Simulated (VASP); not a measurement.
AgB2:

```
CELL_PARAMETERS angstrom
3.00000 0.00000 0.00000
-1.50000 2.59808 0.00000
0.00000 0.00000 3.24000
ATOMIC_POSITIONS crystal
Ag 0.00000 0.00000 0.00000
B 0.33333 0.66667 0.50000
B 0.66667 0.33333 0.50000
```

| Property | Result |
| --- | --- |
| Program | VASP 6.6.1 |
| Task | relaxation of cell and atoms |
| Functional | PBE |
| Potentials or basis | VASP PAW PBE potentials, release 64 (Ag, B) |
| Cutoff | 600 eV |
| k mesh | 6 × 6 × 6 |
| Occupations | gaussian, width 0.1 eV |
| Spin | no spin polarisation |

At the start: pressure 54.8 GPa; volume 8.42 Å³/atom.

**Question.** How do energy, volume and symmetry change on relaxing?

**Answer.** Over 9 steps the energy falls by 447.7 meV/atom and the volume is 10.69 Å³/atom (+27.0 %); space group P6/mmm (No. 191, to 0.05 Å).

Step by step:
```
step  energy change (eV)  largest force (eV/Å)  pressure (GPa)  volume (Å³)
   1              0.0000                0.0000           54.84        25.25
   2             -0.6888                0.0000          -19.75        37.24
   3             -1.0132                0.0000           -3.66        31.88
   4             -1.2556                0.0000           -1.11        31.73
   5             -1.3354                0.0000            3.57        31.41
   6             -1.3376                0.0000            2.84        31.46
   7             -1.3375                0.0000            3.05        31.45
   8             -1.3414                0.0000           -1.37        32.44
   9             -1.3432                0.0000            0.19        32.07
```

Final structure:
```yaml
crystal:
  lattice:
    - [3.01992, 0.00000, 0.00000]
    - [-1.50996, 2.61533, 0.00000]
    - [0.00000, 0.00000, 4.06086]
  atoms:
    - { symbol: Ag, position: [0.00000, 0.00000, 0.00000] }
    - { symbol: B, position: [0.33333, 0.66667, 0.50000] }
    - { symbol: B, position: [0.66667, 0.33333, 0.50000] }
```

Caveat: the k points lie up to 0.40 Å⁻¹ apart in the final cell; the volume moved by over 15 % at a fixed basis, so the end points are rough; the volume moved by +27 % from the deposited cell, more than functionals usually miss.
